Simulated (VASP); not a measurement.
# NaCl (Fm-3m) in VASP: a series of runs

NaCl is run at these levels: PBEsol; tasks: single point.

All numbers are computed with VASP 6.6.1; they aren't measurements. Logs are shortened: lines on timing, memory, paths and dates and some standing lists are left out, and cuts for length are marked.

### 1 The cell of the first run

Symmetry: Fm-3m, No. 225, cubic system. The conventional cell has a = 5.194 Å, b = 5.194 Å, c = 5.194 Å, α = 90.00°, β = 90.00°, γ = 90.00°. Na (site symmetry m-3m) has 6 Cl at 2.60 Å within 3.4 Å. Within 3.4 Å of Cl (site symmetry m-3m) lie 6 Na at 2.60 Å.

### 2 Single point, PBEsol

INCAR

```
SYSTEM = NaCl
  PREC = Accurate
  ENCUT = 520
  EDIFF = 1E-6
  ISMEAR = 0
  SIGMA = 0.01
  LREAL = .FALSE.
  LASPH = .TRUE.
  NELM = 80
  ALGO = Normal
  ISIF = 2
  LWAVE = .FALSE.
  LCHARG = .FALSE.
  GGA = PS
  NBANDS = 14
```

KPOINTS

```
regular mesh
0
G
  8 8 8
  0 0 0
```

POSCAR

```
NaCl
1.0
    2.5971747215      2.5971747215      0.0000000000
   -2.5971747215      2.5971747215      0.0000000000
    0.0000000000      2.5971747215      2.5971747215
Na Cl
1 1
Direct
    0.0000000000      0.0000000000      0.0000000000
    0.5000000000      0.5000000000      0.0000000000
```

Potentials or basis: VASP PAW PBE potentials, release 64 (Na_pv, Cl).

Run with:

```
cat potpaw_PBE.64/Na_pv/POTCAR potpaw_PBE.64/Cl/POTCAR > POTCAR
mpirun -np 1 vasp_std > vasp.out
```

OUTCAR:

```text
SYSTEM = NaCl
   PREC = Accurate
   ENCUT = 520
   EDIFF = 1E-6
   ISMEAR = 0
   LREAL = .FALSE.
   LASPH = .TRUE.
   NELM = 80
   ISIF = 2
   GGA = PS

 ion  position               nearest neighbor table
   1  0.000  0.000  0.000-   2 2.60   2 2.60   2 2.60   2 2.60   2 2.60   2 2.60
   2  0.500  0.500  0.000-   1 2.60   1 2.60   1 2.60   1 2.60   1 2.60   1 2.60

  LATTYP: Found a face centered cubic cell.
 ALAT       =     5.1943494430

  Lattice vectors:

 A1 = (   0.0000000000,   2.5971747215,   2.5971747215)
 A2 = (   2.5971747215,   0.0000000000,   2.5971747215)
 A3 = (   2.5971747215,   2.5971747215,   0.0000000000)

Analysis of symmetry for initial positions (statically):
=====================================================================
 Subroutine PRICEL returns:
 Original cell was already a primitive cell.

 Routine SETGRP: Setting up the symmetry group for a
 face centered cubic supercell.

 Subroutine GETGRP returns: Found 48 space group operations
 (whereof 48 operations were pure point group operations)
 out of a pool of 48 trial point group operations.

The static configuration has the point symmetry O_h .

Analysis of symmetry for dynamics (positions and initial velocities):
=====================================================================
 Subroutine PRICEL returns:
 Original cell was already a primitive cell.

 Routine SETGRP: Setting up the symmetry group for a
 face centered cubic supercell.

 Subroutine GETGRP returns: Found 48 space group operations
 (whereof 48 operations were pure point group operations)
 out of a pool of 48 trial point group operations.

The dynamic configuration has the point symmetry O_h .

 Subroutine INISYM returns: Found 48 space group operations
 (whereof 48 operations are pure point group operations),
 and found     1 'primitive' translations

----------------------------------------------------------------------------------------

                                     Primitive cell

  volume of cell :      35.0375

  direct lattice vectors                    reciprocal lattice vectors
     2.597174722  2.597174722  0.000000000     0.192516890  0.192516890 -0.192516890
    -2.597174722  2.597174722  0.000000000    -0.192516890  0.192516890 -0.192516890
     0.000000000  2.597174722  2.597174722     0.000000000  0.000000000  0.385033780

  length of vectors
     3.672959715  3.672959715  3.672959715     0.333449035  0.333449035  0.385033780

  position of ions in fractional coordinates (direct lattice)
     0.000000000  0.000000000  0.000000000
     0.500000000  0.500000000  0.000000000

  ion indices of the primitive-cell ions
   primitive index   ion index
                 1           1
                 2           2

----------------------------------------------------------------------------------------

 KPOINTS: regular mesh

Automatic generation of k-mesh.
 Grid dimensions read from file:
 generate k-points for:    8    8    8

 Generating k-lattice:

  Cartesian coordinates                     Fractional coordinates (reciprocal lattice)
     0.024064611  0.024064611 -0.024064611     0.125000000  0.000000000  0.000000000
    -0.024064611  0.024064611 -0.024064611     0.000000000  0.125000000  0.000000000
     0.000000000  0.000000000  0.048129222     0.000000000  0.000000000  0.125000000

  Length of vectors
     0.041681129  0.041681129  0.048129222

  Shift w.r.t. Gamma in fractional coordinates (k-lattice)
     0.000000000  0.000000000  0.000000000

 Subroutine IBZKPT returns following result:
 ===========================================

 Found     29 irreducible k-points:

 Following reciprocal coordinates:
            Coordinates               Weight
  0.000000  0.000000  0.000000      1.000000
  0.125000  0.000000  0.000000      8.000000
  0.250000  0.000000  0.000000      8.000000
  0.375000  0.000000  0.000000      8.000000
  0.500000  0.000000  0.000000      4.000000
  0.125000  0.125000  0.000000     12.000000
[... 16 lines left out ...]
  0.375000  0.250000  0.125000     48.000000
  0.500000  0.250000  0.125000     24.000000
 [... further k-points ...]
   k-points           NKPTS =     29   k-points in BZ     NKDIM =     29   number of bands    NBANDS=     14
   number of dos      NEDOS =    301   number of ions     NIONS =      2
   total plane-waves  NPLWV =  21952
   dimension x,y,z NGX =    28 NGY =   28 NGZ =   28
   dimension x,y,z NGXF=    56 NGYF=   56 NGZF=   56
   ions per type =               1   1
   NGX,Y,Z   is equivalent  to a cutoff of  12.67, 12.67, 12.67 a.u.
   NGXF,Y,Z  is equivalent  to a cutoff of  25.35, 25.35, 25.35 a.u.
 SYSTEM =  NaCl
   PREC   = accura    normal or accurate (medium, high low for compatibility)
   ISTART =      0    job   : 0-new  1-cont  2-samecut
   ICHARG =      2    charge: 1-file 2-atom 10-const
   ISPIN  =      1    spin polarized calculation?
   LNONCOLLINEAR =      F non collinear calculations
[... 29 lines left out ...]
   GGA     = PS    functional components
   LHFCALC =     F    Hartree Fock is set to
   AEXX    =    0.0000 exact exchange contribution
   IVDW    =     0    specifies the selected vdW correction
   LEPSILON=     F    determine dielectric tensor
   LRPA    =     F    only Hartree local field effects (RPA)
 non-spin polarized calculation
 Gauss-broadening in eV      SIGMA  =   0.01
  energy-cutoff  :      520.00
  volume of cell :       35.04
 maximum number of plane-waves:       960
   NGX = 13   NGY = 13   NGZ = 13

 number of electron      14.0000010 magnetization

 Free energy of the ion-electron system (eV)
  ---------------------------------------------------
  ext. energy  EPLUGINS =         0.00000000
  ---------------------------------------------------
  free energy    TOTEN  =        -6.76759200 eV

  energy without entropy =       -6.76759200  energy(sigma->0) =       -6.76759200

 E-fermi :   0.9724     XC(G=0):  -9.4699

 val. band max:        0.9147381965   @ k =   0.0000   0.0000   0.0000
 cond. band min:       6.9415646119   @ k =   0.0000   0.0000   0.0000
 fundamental gap:      6.0268264155
 Fermi energy:         0.9724084290

 k-point     1 :       0.0000    0.0000    0.0000
  band No.  band energies     occupation
      1     -19.4198      2.00000
      2     -19.4198      2.00000
      3     -19.4198      2.00000
      4     -12.4537      2.00000
      5       0.9147      2.00000
      6       0.9147      2.00000
      7       0.9147      2.00000
      8       6.9416      0.00000
      9      12.0416      0.00000
     10      12.0416      0.00000
     11      12.0416      0.00000
     12      14.6289      0.00000
     13      14.6289      0.00000
     14      16.3952      0.00000

 k-point     2 :       0.1250    0.0000    0.0000
  band No.  band energies     occupation
      1     -19.4346      2.00000
      2     -19.4206      2.00000
      3     -19.4206      2.00000
      4     -12.3577      2.00000
      5       0.3654      2.00000
      6       0.8436      2.00000
      7       0.8436      2.00000
      8       7.5426      0.00000
      9      11.5142      0.00000
     10      12.3062      0.00000
     11      12.3062      0.00000
     12      14.4495      0.00000
     13      14.4495      0.00000
     14      17.6184      0.00000

 k-point     3 :       0.2500    0.0000    0.0000
  band No.  band energies     occupation
      1     -19.4694      2.00000
      2     -19.4225      2.00000
      3     -19.4225      2.00000
      4     -12.1152      2.00000
      5      -0.7121      2.00000
      6       0.6797      2.00000
      7       0.6797      2.00000
      8       8.3915      0.00000
      9      11.4067      0.00000
     10      12.5924      0.00000
     11      12.5924      0.00000
     12      14.7619      0.00000
     13      14.7619      0.00000
     14      18.3219      0.00000
[... 324 lines left out ...]
 k-point    23 :       0.3750    0.2500    0.1250
  band No.  band energies     occupation
      1     -19.4894      2.00000
      2     -19.4421      2.00000
      3     -19.4295      2.00000
      4     -11.7756      2.00000
      5      -1.3830      2.00000
      6      -0.1615      2.00000
      7       0.3293      2.00000
      8       9.6882      0.00000
      9      11.1506      0.00000
     10      11.4759      0.00000
     11      13.6162      0.00000
     12      15.5712      0.00000
     13      18.6231      0.00000
     14      18.8835      0.00000

 k-point    24 :       0.5000    0.2500    0.1250
  band No.  band energies     occupation
      1     -19.4961      2.00000
      2     -19.4434      2.00000
      3     -19.4319      2.00000
      4     -11.6943      2.00000
      5      -1.5672      2.00000
      6      -0.2839      2.00000
      7       0.2498      2.00000
      8       9.6303      0.00000
      9      11.0889      0.00000
     10      12.2761      0.00000
     11      13.3970      0.00000
     12      16.3957      0.00000
     13      18.1569      0.00000
     14      19.0753      0.00000

 [... further k-points ...]

------------------------ aborting loop because EDIFF is reached ----------------------------------------

  FORCE on cell =-STRESS in cart. coord.  units (eV):
  Direction    XX          YY          ZZ          XY          YZ          ZX
  --------------------------------------------------------------------------------------
  -------------------------------------------------------------------------------------
  Total        2.2163219      2.2163219      2.2163219      0.0000000      0.0000000     -0.0000000
  in kB      101.3467717    101.3467717    101.3467717      0.0000000      0.0000000     -0.0000000
  external PRESSURE =     101.3467717 kB  Pullay stress =       0.0000000 kB

 VOLUME and BASIS-vectors are now :
 -----------------------------------------------------------------------------
  energy-cutoff  :      520.00
  volume of cell :       35.04
      direct lattice vectors                 reciprocal lattice vectors
     2.597174722  2.597174722  0.000000000     0.192516890  0.192516890 -0.192516890
    -2.597174722  2.597174722  0.000000000    -0.192516890  0.192516890 -0.192516890
     0.000000000  2.597174722  2.597174722     0.000000000  0.000000000  0.385033780

 POSITION                                       TOTAL-FORCE (eV/Angst)
 -----------------------------------------------------------------------------------
      0.00000      0.00000      0.00000         0.000000      0.000000      0.000000
      0.00000      2.59717      0.00000        -0.000000     -0.000000      0.000000
 -----------------------------------------------------------------------------------
    total drift:                               -0.000000      0.000000     -0.000000

  FREE ENERGIE OF THE ION-ELECTRON SYSTEM (eV)
  ---------------------------------------------------
  free  energy   TOTEN  =        -6.7675919969 eV

  energy  without entropy=       -6.7675919969  energy(sigma->0) =       -6.76759200
```

Run time: 28 s. Hardware: 1 thread of Intel Xeon 8259CL, shared host; peak memory 0.15 GiB.

What came out:

- Free energy: -6.7676 eV
- Pressure: 10.1 GPa
- Band gap on the k mesh: 6.03 eV

Levels at points of the mesh, in eV from the valence-band top:
```tsv
k point	band 5	band 6	band 7	band 8	band 9	band 10
(0.00, 0.00, 0.00)	0.00	0.00	0.00	6.03	11.13	11.13
(0.50, 0.00, 0.00)	-2.87	-0.45	-0.45	7.44	11.39	11.39
(0.50, 0.50, 0.00)	-2.48	-0.90	-0.90	7.51	8.09	13.02
```

Caveat: the cell stands under pressure; the PAW data sets were made with another functional, which shifts forces and pressure a little.

### 3 Single point, PBEsol

This run uses another cell than the first one, of 19.54 Å³/atom.

INCAR

```
ALGO = Normal
EDIFF = 1E-7
ENCUT = 520
GGA = PS
ISIF = 2
ISMEAR = 0
LASPH = T
LCHARG = F
LREAL = F
LWAVE = F
NBANDS = 14
NELM = 100
PREC = Accurate
SIGMA = 0.01
```

KPOINTS

```
k-points
0
Gamma
  8 8 8
```

POSCAR

```
NaCl
1.0
    2.6935137220      2.6935137220      0.0000000000
   -2.6935137220      2.6935137220      0.0000000000
    0.0000000000      2.6935137220      2.6935137220
Na Cl
1 1
Direct
    0.0000000000      0.0000000000      0.0000000000
    0.5000000000      0.5000000000      0.0000000000
```

Potentials or basis: VASP PAW PBE potentials, release 64 (Na_pv, Cl).

Run with:

```
cat potpaw_PBE.64/Na_pv/POTCAR potpaw_PBE.64/Cl/POTCAR > POTCAR
mpirun -np 1 vasp_std > vasp.out
```

Wall time 32 s (1 thread of Intel Xeon 8259CL, shared host); peak memory 0.15 GiB.

Results (log left out):

```yaml
Free_energy: -6.9412 eV
Pressure: 4.1 GPa
Band_gap_on_the_k_mesh: 5.49 eV
```

Levels at points of the mesh, in eV from the valence-band top:
```csv
k point,band 5,band 6,band 7,band 8,band 9,band 10
"(0.00, 0.00, 0.00)",0.00,0.00,0.00,5.49,11.10,11.10
"(0.50, 0.00, 0.00)",-2.44,-0.36,-0.36,7.29,11.17,11.17
"(0.50, 0.50, 0.00)",-2.11,-0.76,-0.76,7.72,7.81,12.14
```

Caveat: the cell stands under pressure; the PAW data sets were made with another functional, which shifts forces and pressure a little.

### 4 Single point, PBEsol

This run uses another cell than the first one, of 20.57 Å³/atom.

INCAR

```
SYSTEM = NaCl
PREC     = Accurate       ! precision mode
ENCUT    = 520            ! plane-wave cutoff, eV
EDIFF    = 1E-6           ! SCF threshold, eV
ISMEAR   = 0              ! smearing method
SIGMA    = 0.01           ! smearing width, eV
LREAL    = .FALSE.        ! projectors in reciprocal space
LASPH    = .TRUE.         ! aspherical terms in the spheres
NELM     = 60             ! most SCF steps
ALGO     = Normal         ! electronic algorithm
ISIF     = 2              ! what is computed and relaxed
LWAVE    = .FALSE.        ! write WAVECAR
LCHARG   = .TRUE.         ! write CHGCAR
GGA      = PS             ! functional
LELF     = .TRUE.         ! ELF
LVHAR    = .TRUE.       
NBANDS   = 14             ! bands
```

KPOINTS

```
regular mesh
0
G
  8 8 8
  0 0 0
```

POSCAR

```
NaCl
1.0
    2.7398560400      2.7398560400      0.0000000000
   -2.7398560400      2.7398560400      0.0000000000
    0.0000000000      2.7398560400      2.7398560400
Na Cl
1 1
Direct
    0.0000000000      0.0000000000      0.0000000000
    0.5000000000      0.5000000000      0.0000000000
```

Run with:

```
cat potpaw_PBE.64/Na_pv/POTCAR potpaw_PBE.64/Cl/POTCAR > POTCAR
mpirun -np 1 vasp_std > vasp.out
```

Wall time 38 s (1 thread of Intel Xeon 8259CL, shared host); peak memory 0.16 GiB.

It converged, with:

| Quantity | Value |
| --- | --- |
| Free energy | -6.9804 eV |
| Pressure | 2.0 GPa |
| Band gap on the k mesh | 5.27 eV |

Levels at points of the mesh, in eV from the valence-band top:
| k point | band 3 | band 4 | band 5 | band 6 | band 7 | band 8 | band 9 | band 10 | band 11 | band 12 |
| --- | --- | --- | --- | --- | --- | --- | --- | --- | --- | --- |
| (0.00, 0.00, 0.00) | -20.50 | -12.86 | 0.00 | 0.00 | 0.00 | 5.27 | 11.07 | 11.07 | 11.07 | 13.41 |
| (0.50, 0.00, 0.00) | -20.51 | -12.41 | -2.25 | -0.32 | -0.32 | 7.21 | 11.06 | 11.06 | 11.21 | 15.40 |
| (0.50, 0.50, 0.00) | -20.52 | -12.36 | -1.95 | -0.70 | -0.70 | 7.67 | 7.79 | 11.75 | 15.40 | 15.40 |

Caveat: the PAW data sets were made with another functional, which shifts forces and pressure a little.

### 5 Single point, PBEsol

This run uses another cell than the first one, of 20.57 Å³/atom.

INCAR

```
ALGO     = Normal         # electronic algorithm
EDIFF    = 1E-6           # SCF threshold, eV
ENCUT    = 520            # plane-wave cutoff, eV
GGA      = PS             # functional
ISIF     = 2              # what is computed and relaxed
ISMEAR   = 0              # smearing method
LASPH    = T              # aspherical terms in the spheres
LCHARG   = F              # write CHGCAR
LREAL    = F              # projectors in reciprocal space
LWAVE    = F              # write WAVECAR
NBANDS   = 14             # bands
NELM     = 60             # most SCF steps
PREC     = Accurate       # precision mode
SIGMA    = 0.01           # smearing width, eV
```

KPOINTS

```
k-points
0
Gamma
  8 8 8
```

POSCAR is that of step 4.

Run with:

```
cat potpaw_PBE.64/Na_pv/POTCAR potpaw_PBE.64/Cl/POTCAR > POTCAR
mpirun -np 1 vasp_std > vasp.out
```

Run time: 28 s. Hardware: 1 thread of Intel Xeon 8259CL, shared host; peak memory 0.16 GiB.

The run converged. Its results:

```yaml
Free_energy: -6.9804 eV
Pressure: 2.0 GPa
Band_gap_on_the_k_mesh: 5.27 eV
```

Levels at points of the mesh, in eV from the valence-band top:
| k point | band 4 | band 5 | band 6 | band 7 | band 8 | band 9 | band 10 | band 11 |
| --- | --- | --- | --- | --- | --- | --- | --- | --- |
| (0.00, 0.00, 0.00) | -12.86 | 0.00 | 0.00 | 0.00 | 5.27 | 11.07 | 11.07 | 11.07 |
| (0.50, 0.00, 0.00) | -12.41 | -2.25 | -0.32 | -0.32 | 7.21 | 11.06 | 11.06 | 11.21 |
| (0.50, 0.50, 0.00) | -12.36 | -1.95 | -0.70 | -0.70 | 7.67 | 7.79 | 11.75 | 15.40 |

Caveat: the PAW data sets were made with another functional, which shifts forces and pressure a little. As with any semilocal functional, this PBEsol gap is likely too small.

### 6 Single point, PBEsol

This run uses another cell than the first one, of 24.19 Å³/atom.

INCAR

```
PREC = Accurate
ENCUT = 520
EDIFF = 1E-6
ISMEAR = 0
SIGMA = 0.01
LREAL = F
LASPH = T
NELM = 60
ALGO = Normal
ISIF = 2
LWAVE = F
LCHARG = F
GGA = PS
NBANDS = 14
```

KPOINTS

```
regular mesh
0
Gamma
  8 8 8
```

POSCAR

```
NaCl
1.0
    2.8921488965      2.8921488965      0.0000000000
   -2.8921488965      2.8921488965      0.0000000000
    0.0000000000      2.8921488965      2.8921488965
Na Cl
1 1
Direct
    0.0000000000      0.0000000000      0.0000000000
    0.5000000000      0.5000000000      0.0000000000
```

Potentials or basis: VASP PAW PBE potentials, release 64 (Na_pv, Cl).

Run with:

```
cat potpaw_PBE.64/Na_pv/POTCAR potpaw_PBE.64/Cl/POTCAR > POTCAR
mpirun -np 1 vasp_std > vasp.out
```

Wall time 33 s (1 thread of Intel Xeon 8259CL, shared host); peak memory 0.17 GiB.

It converged, with:

| Property | Result |
| --- | --- |
| Free energy | -6.9697 eV |
| Pressure | -2.0 GPa |
| Band gap on the k mesh | 4.67 eV |

Levels at points of the mesh, in eV from the valence-band top:
| k point | band 3 | band 4 | band 5 | band 6 | band 7 | band 8 | band 9 | band 10 | band 11 | band 12 |
| --- | --- | --- | --- | --- | --- | --- | --- | --- | --- | --- |
| (0.00, 0.00, 0.00) | -20.81 | -12.48 | 0.00 | 0.00 | 0.00 | 4.67 | 10.91 | 10.91 | 10.91 | 13.04 |
| (0.50, 0.00, 0.00) | -20.81 | -12.21 | -1.75 | -0.23 | -0.23 | 6.95 | 9.91 | 10.68 | 10.68 | 14.34 |
| (0.50, 0.50, 0.00) | -20.81 | -12.16 | -1.51 | -0.54 | -0.54 | 7.23 | 7.95 | 10.62 | 13.97 | 13.97 |

Caveat: the PAW data sets were made with another functional, which shifts forces and pressure a little.

### 7 Overview

```tsv
cell	gap on the mesh (eV)	pressure (GPa)
a = 3.673 Å, angles 60.0, 60.0, 90.0°, 2 atoms	6.03	10.1
a = 3.809 Å, angles 60.0, 60.0, 90.0°, 2 atoms	5.49	4.1
a = 3.875 Å, angles 60.0, 60.0, 90.0°, 2 atoms	5.27	2.0
a = 4.090 Å, angles 60.0, 60.0, 90.0°, 2 atoms	4.67	-2.0
```

Alike in all rows: task single point; level PBEsol; potentials or basis VASP PAW PBE potentials, release 64 (Na_pv, Cl); no spin polarisation; k mesh 8 × 8 × 8; cutoff (eV) 520; smearing gaussian 0.01 eV.

Caveats: the PAW data sets were made with another functional, which shifts forces and pressure a little; the cell stands under pressure (at least some runs).

Total energies depend on the potentials used, so only differences within one code and one set of settings carry meaning.
